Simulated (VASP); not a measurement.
A run of VASP 6.6.1:

Contents of POSCAR:

```
Ni
1.0
    0.0000000000      1.7604383569      1.7604383569
    1.7604383569      0.0000000000      1.7604383569
    1.7604383569      1.7604383569      0.0000000000
Ni
1
Direct
    0.0000000000      0.0000000000      0.0000000000
```

File INCAR.step1:

```
SYSTEM = Ni
ALGO = Normal
EDIFF = 1E-5
ENCUT = 520
GGA = PE
ISIF = 2
ISMEAR = -1
ISPIN = 2
LASPH = .TRUE.
LMAXMIX = 4
LORBIT = 11
LREAL = .FALSE.
LWAVE = .TRUE.
MAGMOM = 1
NBANDS = 15
NELM = 150
PREC = Accurate
SIGMA = 0.05
```

INCAR.step2

```
SYSTEM = Ni
AEXX = 0.25
ALGO = Normal
EDIFF = 1E-7
ENCUT = 520
GGA = PE
ISIF = 2
ISMEAR = -1
ISPIN = 2
ISTART = 1
LASPH = .TRUE.
LCHARG = .TRUE.
LELF = .TRUE.
LHFCALC = .TRUE.
LMAXMIX = 4
LORBIT = 11
LREAL = .FALSE.
LVHAR = .TRUE.
LWAVE = .FALSE.
MAGMOM = 1
NBANDS = 15
NELM = 150
PREC = Accurate
PRECFOCK = Normal
SIGMA = 0.05
```

Contents of KPOINTS:

```
k-points
0
G
  8 8 8
  0 0 0
```

Potentials or basis: VASP PAW PBE potentials, release 64 (Ni).

The run is started by

```sh
$ cat potpaw_PBE.64/Ni/POTCAR > POTCAR
$ cp INCAR.step1 INCAR
$ mpirun -np 1 vasp_std > vasp.out
$ cp INCAR.step2 INCAR
$ mpirun -np 1 vasp_std > vasp.out
```

Hardware: 1 thread of Intel(R) Xeon(R) Platinum 8259CL CPU @ 2.50GHz (Skylake/Cascade Lake) (shared host).

**Question.** Estimate the wall time of this run.

**Answer.** Wall time 53 min on 1 thread of Intel(R) Xeon(R) Platinum 8259CL CPU @ 2.50GHz (Skylake/Cascade Lake) (shared host), peak memory 0.15 GiB. Counts: k points 29.
